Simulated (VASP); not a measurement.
Here is a VASP 6.6.1 calculation.

File POSCAR:

```
W
1.0
   -1.5848038465      1.5848038465      1.5848038465
    1.5848038465     -1.5848038465      1.5848038465
    1.5848038465      1.5848038465     -1.5848038465
W
1
Direct
    0.0000000000      0.0000000000      0.0000000000
```

The input INCAR.step1:

```
SYSTEM = W
ALGO = Normal
EDIFF = 1E-4
ENCUT = 520
GGA = PE
ISMEAR = -1
LASPH = .TRUE.
LCHARG = .FALSE.
LREAL = .FALSE.
LWAVE = .TRUE.
NBANDS = 13
NELM = 60
PREC = Accurate
SIGMA = 0.2
```

File INCAR.step2:

```
SYSTEM = W
ALGO = Normal
EDIFF = 1E-7
ENCUT = 520
ISIF = 2
ISMEAR = -1
ISTART = 1
LASPH = .TRUE.
LCHARG = .FALSE.
LMIXTAU = .TRUE.
LREAL = .FALSE.
LWAVE = .FALSE.
METAGGA = R2SCAN
NBANDS = 13
NELM = 60
PREC = Accurate
SIGMA = 0.2
```

File KPOINTS:

```
k-points
0
G
  14 14 14
  0 0 0
```

Potentials or basis: VASP PAW PBE potentials, release 64 (W_sv).

Run with:

```console
$ cat potpaw_PBE.64/W_sv/POTCAR > POTCAR
$ cp INCAR.step1 INCAR
$ mpirun -np 1 vasp_std > vasp.out
$ cp INCAR.step2 INCAR
$ mpirun -np 1 vasp_std > vasp.out
```

Problem. What does it give for the band gap on the k mesh?

Solution. Zero (band 7 reaches 16.53 eV, above the bottom of band 8 at 9.95 eV).

Problem. Predict the pressure.

Solution. 1.1 GPa.

Caveat: the PAW data sets were made with another functional, which shifts forces and pressure a little; spin-orbit coupling is left out, which moves the levels of the heavy elements.
